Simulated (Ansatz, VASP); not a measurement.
# Ge in VASP and in Ansatz

The input INCAR:

```
PREC = Accurate
ENCUT = 520
EDIFF = 1E-7
ISMEAR = -1
SIGMA = 0.02
LREAL = False
LASPH = True
NELM = 60
ALGO = Normal
ISIF = 2
LWAVE = False
LCHARG = False
GGA = PE
NBANDS = 21
```

File KPOINTS:

```
Automatic mesh
0
Gamma
  6 6 6
```

The input POSCAR:

```
Ge
1.0
    0.0000000000      2.8515946813      2.8515946813
    2.8515946813      0.0000000000      2.8515946813
    2.8515946813      2.8515946813      0.0000000000
Ge
2
Direct
    0.0000000000      0.0000000000      0.0000000000
    0.2500000000      0.2500000000      0.2500000000
```

Input for Ansatz:

```yaml
crystal:
  lattice:
    - [0.0, 2.8515946813, 2.8515946813]
    - [2.8515946813, 0.0, 2.8515946813]
    - [2.8515946813, 2.8515946813, 0.0]
  atoms:
    - { symbol: Ge, position: [0.0, 0.0, 0.0] }
    - { symbol: Ge, position: [0.25, 0.25, 0.25] }
kpoints:
  mp_grid: { grid: [6, 6, 6] }
hamiltonian:
  xc: pbe
scf:
  occupations: { method: fermi_dirac, width: 0.02 }
  n_extra_bands: 4
output:
  forces: true
  stress: true
  eigenvalues: true
```

Alike in both runs: task single point; functional PBE; k mesh 6 × 6 × 6; occupations fermi-dirac, width 0.02 eV; no spin polarisation.

|  | VASP | Ansatz |
| --- | --- | --- |
| version | VASP 6.6.1 | Ansatz 0.2.0 |
| potentials or method | VASP PAW PBE potentials, release 64 (Ge_d) | plane waves, PAW |
| plane-wave cutoff (eV) | 520 | 420 |
| valence electrons in the cell | 28 | 28 |

Ansatz gave:

| Item | Value |
| --- | --- |
| pressure (GPa) | 2.0 |

Problem. Estimate VASP's values.

Solution. Pressure (GPa): 1.9.

With one functional, cell and mesh, what is left measures potentials, basis and numerics.
